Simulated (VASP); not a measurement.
Input of a VASP 6.6.1 run:

INCAR

```
ALGO     = Normal         # electronic algorithm
EDIFF    = 1E-6           # SCF threshold, eV
ENCUT    = 600            # plane-wave cutoff, eV
GGA_COMPAT= F            
ISIF     = 2              # what is computed and relaxed
ISMEAR   = 0              # smearing method
LASPH    = T              # aspherical terms in the spheres
LCHARG   = F              # write CHGCAR
LREAL    = F              # projectors in reciprocal space
LWAVE    = F              # write WAVECAR
NBANDS   = 17             # bands
NELM     = 120            # most SCF steps
PREC     = Accurate       # precision mode
SIGMA    = 0.05           # smearing width, eV
```

Contents of KPOINTS:

```
k-points
0
Gamma
  16 16 16
```

The input POSCAR:

```
FeSi
1.0
    2.7090887216      0.0000000000      0.0000000000
    0.0000000000      2.7090887216      0.0000000000
    0.0000000000      0.0000000000      2.7090887216
Fe Si
1 1
Direct
    0.5000000000      0.5000000000      0.5000000000
    0.0000000000      0.0000000000      0.0000000000
```

Potentials or basis: VASP PAW LDA potentials, release 64 (Fe_sv, Si).

The run is started by

```sh
$ cat potpaw_LDA.64/Fe_sv/POTCAR potpaw_LDA.64/Si/POTCAR > POTCAR
$ mpirun -np 1 vasp_std > vasp.out
```

Predict the band gap on the k mesh.

zero (band 10 reaches 15.37 eV, above the bottom of band 11 at 15.20 eV).

Predict the pressure.

-1.8 GPa.

Spin polarisation is off, so any magnetic state and its effect on volume and gap are missing.
